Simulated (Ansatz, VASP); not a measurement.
Al5GaN6 in VASP and in Ansatz

INCAR

```
SYSTEM = Al5GaN6
  PREC = Accurate
  ENCUT = 520
  EDIFF = 1E-6
  ISMEAR = 0
  SIGMA = 0.1
  LREAL = .False.
  LASPH = .True.
  NELM = 60
  ALGO = Normal
  ISIF = 2
  LWAVE = .False.
  LCHARG = .True.
  GGA = PE
  LELF = .True.
  LVHAR = .True.
  NBANDS = 41
```

The input KPOINTS:

```
regular mesh
0
Gamma
  6 6 1
  0 0 0
```

POSCAR

```
Al5GaN6
1.0
    3.3419538300      0.0000000000      0.0000000000
   -1.6709769100      2.8942169100      0.0000000000
    0.0000000000      0.0000000000     16.3721632300
Al Ga N
5 1 6
Direct
    0.0000000000      0.0000000000      0.5000000000
    0.3333333300      0.6666666700      0.3333333300
    0.6666666700      0.3333333300      0.1666666700
    0.3333333300      0.6666666700      0.8333333300
    0.6666666700      0.3333333300      0.6666666700
    0.0000000000      0.0000000000      0.0000000000
    0.3333333300      0.6666666700      0.5833333300
    0.6666666700      0.3333333300      0.4166666700
    0.0000000000      0.0000000000      0.2500000000
    0.3333333300      0.6666666700      0.0833333300
    0.6666666700      0.3333333300      0.9166666700
    0.0000000000      0.0000000000      0.7500000000
```

Input for Ansatz:

```yaml
crystal:
  lattice:
    - [3.34195383, 0.0, 0.0]
    - [-1.67097691, 2.89421691, 0.0]
    - [0.0, 0.0, 16.37216323]
  atoms:
    - { symbol: Al, position: [0.0, 0.0, 0.5] }
    - { symbol: Al, position: [0.33333333, 0.66666667, 0.33333333] }
    - { symbol: Al, position: [0.66666667, 0.33333333, 0.16666667] }
    - { symbol: Al, position: [0.33333333, 0.66666667, 0.83333333] }
    - { symbol: Al, position: [0.66666667, 0.33333333, 0.66666667] }
    - { symbol: Ga, position: [0.0, 0.0, 0.0] }
    - { symbol: "N", position: [0.33333333, 0.66666667, 0.58333333] }
    - { symbol: "N", position: [0.66666667, 0.33333333, 0.41666667] }
    - { symbol: "N", position: [0.0, 0.0, 0.25] }
    - { symbol: "N", position: [0.33333333, 0.66666667, 0.08333333] }
    - { symbol: "N", position: [0.66666667, 0.33333333, 0.91666667] }
    - { symbol: "N", position: [0.0, 0.0, 0.75] }
basis:
  ecutwfc: 420
kpoints:
  mp_grid: { grid: [6, 6, 1] }
hamiltonian:
  xc: pbe
scf:
  occupations: { method: gaussian, width: 0.1 }
  lower_state_search: "off"
output:
  forces: true
  stress: true
  eigenvalues: true
```

Alike in both runs: task single point; functional PBE; k mesh 6 × 6 × 1; occupations gaussian, width 0.1 eV; no spin polarisation.

|  | VASP | Ansatz |
| --- | --- | --- |
| version | VASP 6.6.1 | Ansatz 0.2.0 |
| potentials or method | VASP PAW PBE potentials, release 64 (Al, Ga_d, N), cutoff 520 eV | scalar-relativistic, plane waves, PAW |
| valence electrons in the cell | 58 | 58 |

```csv
,VASP,Ansatz,Ansatz less VASP
gap on the k mesh at the Fermi level (eV),0.19,0.19,+0.004
least direct gap on the mesh (eV),0.21,0.22,+0.003
rms of the force components (eV/Å),0.157,0.154,-0.0037
```

Atom by atom the forces differ by 0.004 eV/Å (rms over components). With one functional, cell and mesh, what is left measures potentials, basis and numerics.
